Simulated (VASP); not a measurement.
## HgTe (Coloradoite): single point with LDA

Crystal: HgTe (Coloradoite).

```xyz
2
Lattice="0.0000 3.2145 3.2145 3.2145 0.0000 3.2145 3.2145 3.2145 0.0000" Properties=species:S:1:pos:R:3 pbc="T T T"
Hg    0.0000    0.0000    0.0000
Te    4.8217    4.8217    4.8217
```

```yaml
Program: VASP 6.6.1
Task: single point
Functional: LDA
Potentials_or_basis: VASP PAW LDA potentials, release 64 (Hg, Te)
Cutoff: 520 eV
k_mesh: 7 × 7 × 7
Occupations: fermi-dirac, width 0.05 eV
Spin: no spin polarisation
```

The pressure is 0.4 GPa and the band gap on the k mesh is zero (filled and empty bands touch).

Levels at points of the mesh, in eV from the Fermi level:
| k point | band 7 | band 8 | band 9 | band 10 | band 11 | band 12 |
| --- | --- | --- | --- | --- | --- | --- |
| (0.00, 0.00, 0.00) | -0.87 | -0.04 | -0.04 | -0.04 | 4.09 | 4.09 |

Run time: 16 s on 1 thread of Intel(R) Xeon(R) Platinum 8259CL CPU @ 2.50GHz (Skylake/Cascade Lake), with other jobs on the host, peak memory 0.17 GiB.

Caveat: spin-orbit coupling is left out, which moves the levels of the heavy elements.
